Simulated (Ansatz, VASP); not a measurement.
Pt: VASP beside Ansatz

The input POSCAR:

```
Pt
1.0
   -1.6050673907      1.6050673907      1.6050673907
    1.6050673907     -1.6050673907      1.6050673907
    1.6050673907      1.6050673907     -1.6050673907
Pt
1
Direct
    0.0000000000      0.0000000000      0.0000000000
```

INCAR.step1

```
  PREC = Accurate
  ENCUT = 550
  ISMEAR = -1
  SIGMA = 0.05
  LREAL = F
  LASPH = T
  NELM = 120
  NBANDS = 15
  GGA = PE
  ALGO = Normal
  EDIFF = 1E-5
  LWAVE = T
  LCHARG = F
  GGA_COMPAT = F
```

INCAR.step2

```
  PREC = Accurate
  ENCUT = 550
  EDIFF = 1E-6
  ISMEAR = -1
  SIGMA = 0.05
  LREAL = F
  LASPH = T
  NELM = 120
  ALGO = Normal
  ISIF = 2
  LWAVE = F
  LCHARG = F
  METAGGA = R2SCAN
  LMIXTAU = T
  NBANDS = 15
  ISTART = 1
  GGA_COMPAT = F
```

The input KPOINTS:

```
regular mesh
0
Gamma
  12 12 12
```

The input input.yaml:

```yaml
crystal:
  lattice:
    - [-1.6050673907, 1.6050673907, 1.6050673907]
    - [1.6050673907, -1.6050673907, 1.6050673907]
    - [1.6050673907, 1.6050673907, -1.6050673907]
  atoms:
    - { symbol: Pt, position: [0.0, 0.0, 0.0] }
hamiltonian:
  xc: r2scan
  pseudopotentials: { kind: paw }
kpoints:
  mp_grid: { grid: [12, 12, 12] }
scf:
  occupations: { method: fermi_dirac, width: 0.05 }
output:
  forces: true
  stress: true
  eigenvalues: true
  write_density: true
  write_potential: true
  elf: true
  volumetric_format: npy
```

Alike in both runs: task single point; functional r2SCAN; k mesh 12 × 12 × 12; occupations fermi-dirac, width 0.05 eV; no spin polarisation.

|  | VASP | Ansatz |
| --- | --- | --- |
| version | VASP 6.6.1 | Ansatz 0.2.0 |
| potentials or method | VASP PAW PBE potentials, release 64 (Pt_sv_GW) | Ansatz PAW |
| plane-wave cutoff (eV) | 550 | 500 |
| valence electrons in the cell | 18 | 18 |

Ansatz gave:

| Item | Value |
| --- | --- |
| gap on the k mesh at the Fermi level (eV) | none |
| pressure (GPa) | -14.7 |

**Question.** Estimate VASP's values.

**Answer.** gap on the k mesh at the Fermi level (eV): none; pressure (GPa): -16.5.

VASP's potentials were made for PBE, not for r2SCAN. A gap of «none» marks a metal or a gap that the smearing closes.

Spin-orbit coupling is off throughout.
